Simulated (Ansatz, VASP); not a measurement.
# One calculation of LiF, two programs

File INCAR:

```
ALGO = Normal
EDIFF = 1E-7
EDIFFG = -0.025
ENCUT = 600
GGA = PE
IBRION = 2
ISIF = 3
ISMEAR = 0
LASPH = T
LCHARG = F
LREAL = F
LWAVE = F
NELM = 80
NSW = 80
PREC = Accurate
SIGMA = 0.1
```

File KPOINTS:

```
k-points
0
Gamma
  4 4 2
```

The input POSCAR:

```
LiF
1.0
    1.4458658272     -2.5615577459      0.0702120249
   -4.4015139097     -2.5984599129      0.0515168314
   -0.0231747703      0.1876201700     -7.4801320136
Li F
6 6
Direct
    0.5085146613      1.0269687516      0.8032804312
    1.0227787375      0.4957957461      0.8347268647
    0.7198420329      0.7141344290      0.1567035732
    0.3121999073      0.2765756817      0.1752261847
    0.2630944052      0.7941709911      0.5030902656
    0.7106293927      0.2648714661      0.5101652345
    0.7207813639      0.7671417178      0.6745683921
    0.2406937408      0.2156526326      0.6745349350
    0.2061786880      0.6870502249      0.9888570448
    0.7591629959      0.3025397587      1.0213117770
    0.5131156432      0.9739216213      0.3354996932
    1.0230084314      0.4811769793      0.3220356041
```

Input for Ansatz:

```yaml
crystal:
  lattice:
    - [1.4458658272, -2.5615577459, 0.0702120249]
    - [-4.4015139097, -2.5984599129, 0.0515168314]
    - [-0.0231747703, 0.18762017, -7.4801320136]
  atoms:
    - { symbol: Li, position: [0.5085146613, 1.0269687516, 0.8032804312] }
    - { symbol: Li, position: [1.0227787375, 0.4957957461, 0.8347268647] }
    - { symbol: Li, position: [0.7198420329, 0.714134429, 0.1567035732] }
    - { symbol: Li, position: [0.3121999073, 0.2765756817, 0.1752261847] }
    - { symbol: Li, position: [0.2630944052, 0.7941709911, 0.5030902656] }
    - { symbol: Li, position: [0.7106293927, 0.2648714661, 0.5101652345] }
    - { symbol: F, position: [0.7207813639, 0.7671417178, 0.6745683921] }
    - { symbol: F, position: [0.2406937408, 0.2156526326, 0.674534935] }
    - { symbol: F, position: [0.206178688, 0.6870502249, 0.9888570448] }
    - { symbol: F, position: [0.7591629959, 0.3025397587, 1.021311777] }
    - { symbol: F, position: [0.5131156432, 0.9739216213, 0.3354996932] }
    - { symbol: F, position: [1.0230084314, 0.4811769793, 0.3220356041] }
basis:
  ecutwfc: 420
kpoints:
  mp_grid: { grid: [4, 4, 2] }
hamiltonian:
  xc: pbe
scf:
  occupations: { method: gaussian, width: 0.1 }
  lower_state_search: "off"
output:
  forces: true
  stress: true
  eigenvalues: true
relax:
  adjacent_minimum: "off"
  f_tol: 0.025
  max_steps: 60
  cell: { stress_tol: 0.25 }
```

Change from the starting cell: cell x2, atoms moved at random (sigma 0.15 Å) and cell strained at random (1.5 %), then relaxed without symmetry.

Alike in both runs: task relaxation of cell and atoms; functional PBE; k mesh 4 × 4 × 2; occupations gaussian, width 0.1 eV; no spin polarisation.

```csv
,VASP,Ansatz
version,VASP 6.6.1,Ansatz 0.2.0
potentials or method,"VASP PAW PBE potentials, release 64 (Li_sv, F), cutoff 600 eV","scalar-relativistic, plane waves, PAW"
valence electrons in the cell,60,60
```

```csv
,VASP,Ansatz,Ansatz less VASP
"gap on the k mesh at the Fermi level, each at its own relaxed structure (eV)",8.94,8.83,-0.110
relaxed volume (Å³/atom),8.30,8.42,+0.111
relaxed length of the cell vector where the two differ most in proportion (Å),4.959,4.982,+0.0228
```

The k mesh is coarse, so the values compare programs but aren't converged. Noted on VASP's run: the cutoff is under 1.25 times that of the potentials, so the pressure is a little rough.
